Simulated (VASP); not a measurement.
Wanted: the native input for a VASP 6.6.1 run.

```
Task                   : single point
Functional             : LDA
Potentials or basis    : VASP PAW LDA potentials, release 64 (Ca_sv, Mg)
Cutoff                 : 520 eV
k mesh                 : 4 × 4 × 4
Occupations            : gaussian, width 0.05 eV
Spin                   : no spin polarisation
Dipole correction      : no
Further INCAR settings : ALGO = Normal; EDIFF = 1e-07; NBANDS = 35
```

The structure of Ca5Mg lies in POSCAR:

```
Ca5Mg
1.0
    6.6066120000      0.0000000000      0.0000000000
   -3.3033060000      5.7214938249      0.0000000000
    0.0000000000      0.0000000000      6.2102690000
Ca Mg
5 1
Direct
    0.6781060000      0.0000000000      0.5000000000
    0.3218940000      0.3218940000      0.5000000000
    1.0000000000      0.6781060000      0.5000000000
    0.6666670000      0.3333330000      0.0000000000
    0.3333330000      0.6666670000      0.0000000000
    0.0000000000      0.0000000000      0.0000000000
```

These files were run (other wordings do the same):

INCAR

```
SYSTEM = Ca5Mg
ALGO = Normal
EDIFF = 1E-7
ENCUT = 520
GGA = CA
ISIF = 2
ISMEAR = 0
LASPH = .True.
LCHARG = .False.
LREAL = .False.
LWAVE = .False.
NBANDS = 35
NELM = 100
PREC = Accurate
SIGMA = 0.05
```

KPOINTS

```
k-points
0
Gamma
  4 4 4
  0 0 0
```

Potentials or basis: VASP PAW LDA potentials, release 64 (Ca_sv, Mg).

Command:

```bash
$ cat potpaw_LDA.64/Ca_sv/POTCAR potpaw_LDA.64/Mg/POTCAR > POTCAR
$ mpirun -np 1 vasp_std > vasp.out
```

Results of the run:

The pressure is -2.1 GPa, the largest force is 0.009 eV/Å and the band gap on the k mesh is zero (bands 26 and 27 overlap by 0.41 eV).

Run time: 2.8 min on 1 thread of Intel Xeon 8259CL (shared host), peak memory 0.3 GiB.
